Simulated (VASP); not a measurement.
The system is VO2.

```
V O
1.0
     4.53000    0.00000    0.00000
     0.00000    4.53000    0.00000
     0.00000    0.00000    2.86900
V O
2 4
Direct
  0.00000 0.00000 0.00000
  0.50000 0.50000 0.50000
  0.30500 0.30500 0.00000
  0.19500 0.80500 0.50000
  0.69500 0.69500 0.00000
  0.80500 0.19500 0.50000
```

```yaml
Program: VASP 6.6.1
Task: relaxation of the atoms
Functional: PBE
Potentials_or_basis: VASP PAW PBE potentials, release 64 (V_sv, O)
Cutoff: 520 eV
k_mesh: 4 × 4 × 7
Occupations: fermi-dirac, width 0.02 eV
Spin: collinear spin, ferromagnetic start
Starting_moments: "[1.0, 1.0, 0.0, 0.0, 0.0, 0.0] μB"
```

At the start: pressure 5.5 GPa; volume 9.81 Å³/atom.

Task: Where does the relaxation end?

Result: Over 3 steps the energy falls by 7.6 meV/atom; space group P4_2/mnm (No. 136, to 0.05 Å); moment 2.00 μB per cell.

The path:
| step | energy change (eV) | largest force (eV/Å) | pressure (GPa) |
| --- | --- | --- | --- |
| 1 | 0.0000 | 0.6227 | 5.54 |
| 2 | -0.0444 | 0.1085 | 3.79 |
| 3 | -0.0457 | 0.0005 | 3.52 |

Final structure:
```yaml
crystal:
  lattice:
    - [4.53000, 0.00000, 0.00000]
    - [0.00000, 4.53000, 0.00000]
    - [0.00000, 0.00000, 2.86900]
  atoms:
    - { symbol: V, position: [0.00000, 0.00000, 0.00000] }
    - { symbol: V, position: [0.50000, 0.50000, 0.50000] }
    - { symbol: O, position: [0.29937, 0.29937, 0.00000] }
    - { symbol: O, position: [0.20063, 0.79937, 0.50000] }
    - { symbol: O, position: [0.70063, 0.70063, 0.00000] }
    - { symbol: O, position: [0.79937, 0.20063, 0.50000] }
```
